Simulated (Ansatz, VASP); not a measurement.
## Zr3SiF2: VASP beside Ansatz

```
Zr Si F
1.0
     4.98383    0.00000    0.00000
    -2.49191    4.31612    0.00000
     0.00000    0.00000    8.25720
Zr Si F
6 2 4
Cartesian
  0.0000 1.4890 6.1929
  1.2024 3.5716 6.1929
  -1.2024 3.5716 6.1929
  2.4919 2.8271 2.0643
  1.2895 0.7445 2.0643
  3.6943 0.7445 2.0643
  0.0000 0.0000 0.0000
  0.0000 0.0000 4.1286
  2.4919 1.4387 7.7338
  0.0000 2.8774 0.5234
  0.0000 2.8774 3.6052
  2.4919 1.4387 4.6520
```

Change from the starting cell: species swapped into the Hf2Cr3Si type (P6_3/mmc, No. 194).

Alike in both runs: task single point; functional PBE; k mesh 6 × 6 × 2; occupations gaussian, width 0.1 eV; no spin polarisation.

```csv
,VASP,Ansatz
version,VASP 6.6.1,Ansatz 0.2.0
potentials or method,"VASP PAW PBE potentials, release 64 (Zr_sv, Si, F), cutoff 520 eV","scalar-relativistic, plane waves, PAW"
valence electrons in the cell,108,108
```

Ansatz gave:

| Item | Value |
| --- | --- |
| gap on the k mesh at the Fermi level (eV) | none |
| rms of the force components (eV/Å) | 0.587 |

Problem. What did VASP give for the same quantities?

Solution. gap on the k mesh at the Fermi level (eV): none; rms of the force components (eV/Å): 0.621.

Atom by atom the forces differ by 0.036 eV/Å (rms over components). A gap of «none» marks a metal or a gap that the smearing closes.

The k mesh is coarse, so the values compare programs but aren't converged.
